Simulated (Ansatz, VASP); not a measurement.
# One calculation of Sr5AlO2, two programs

```
Sr Al O
1.0
     3.47000    0.00000    0.00000
     0.00000    3.47000    0.00000
     0.00000    0.00000   14.70000
Sr Al O
5 1 2
Direct
  0.50000 0.50000 0.16670
  0.50000 0.50000 0.83330
  0.50000 0.50000 0.50000
  0.00000 0.00000 0.66670
  0.00000 0.00000 0.33330
  0.00000 0.00000 0.00000
  0.50000 0.50000 0.33330
  0.50000 0.50000 0.66670
```

Alike in both runs: task relaxation of cell and atoms; functional PBE; k mesh 5 × 5 × 1; occupations gaussian, width 0.2 eV; no spin polarisation.

```csv
,VASP,Ansatz
version,VASP 6.6.1,Ansatz 0.2.0
potentials or method,"VASP PAW PBE potentials, release 64 (Sr_sv, Al, O), cutoff 600 eV","scalar-relativistic, plane waves, PAW"
valence electrons in the cell,65,65
```

|  | VASP | Ansatz | Ansatz less VASP |
| --- | --- | --- | --- |
| gap on the k mesh at the Fermi level, each at its own relaxed structure (eV) | none | none | - |
| relaxed volume (Å³/atom) | 27.23 | 26.97 | -0.262 |
| relaxed cell length with the largest relative difference (Å) | 14.505 | 14.767 | +0.2618 |

A gap of «none» marks a metal or a gap that the smearing closes.

The k mesh is coarse, so the values compare programs but aren't converged. Noted on VASP's run: the volume moved by over 15 % at a fixed basis, so the end points are rough.
